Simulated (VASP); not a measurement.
Set up this calculation in VASP 6.6.1, as the native input.

| Quantity | Value |
| --- | --- |
| Task | relaxation of cell and atoms |
| Functional | PBE |
| Potentials or basis | VASP PAW PBE potentials, release 64 (Al, B, As) |
| Cutoff | 600 eV |
| k mesh | 4 × 4 × 4 |
| Occupations | gaussian, width 0.1 eV |
| Spin | no spin polarisation |
| Dipole correction | no |
| Further INCAR settings | ALGO = Normal; EDIFF = 1e-07; IBRION = 2; EDIFFG = -0.04; NSW = 90; ISIF = 3 |

The structure of Al3BAs4 lies in POSCAR:

```
Al3BAs4
1.0
    5.3139735700      0.0000000000      0.0000000000
    0.0000000000      5.3139735700      0.0000000000
    0.0000000000      0.0000000000      5.3139735700
Al B As
3 1 4
Direct
    0.5000000000      0.0000000000      0.5000000000
    0.5000000000      0.5000000000      0.0000000000
    0.0000000000      0.5000000000      0.5000000000
    0.0000000000      0.0000000000      0.0000000000
    0.2500000000      0.7500000000      0.7500000000
    0.2500000000      0.2500000000      0.2500000000
    0.7500000000      0.7500000000      0.2500000000
    0.7500000000      0.2500000000      0.7500000000
```

The input as run:

INCAR

```
PREC = Accurate ; ENCUT = 600
EDIFF = 1E-7 ; ISMEAR = 0
SIGMA = 0.1 ; LREAL = False
LASPH = True ; NELM = 80
ALGO = Normal ; ISIF = 3
LWAVE = False ; LCHARG = False
GGA = PE ; IBRION = 2
NSW = 90 ; EDIFFG = -0.04
```

KPOINTS

```
Automatic mesh
0
Gamma
  4 4 4
```

Potentials or basis: VASP PAW PBE potentials, release 64 (Al, B, As).

The run is started by

```sh
$ cat potpaw_PBE.64/Al/POTCAR potpaw_PBE.64/B/POTCAR potpaw_PBE.64/As/POTCAR > POTCAR
$ mpirun -np 1 vasp_std > vasp.out
```

Results of the run:

```json
{"Relaxed volume": "20.92 Å³/atom", "Relaxed cell": "a = 5.510 Å, b = 5.510 Å, c = 5.510 Å, α = 90.00°, β = 90.00°, γ = 90.00°", "Space group after relaxing (to 0.1 Å)": "P-43m (No. 215)", "Energy gained by relaxing": "227.7 meV/atom", "Ionic steps": "5", "Pressure after relaxing": "0.1 GPa", "Band gap on the k mesh": "0.54 eV (least direct gap 1.11 eV)"}
```

Run time: 2.5 min on 1 thread of Intel(R) Xeon(R) Platinum 8259CL CPU @ 2.50GHz (Skylake/Cascade Lake) (shared host), peak memory 0.28 GiB.
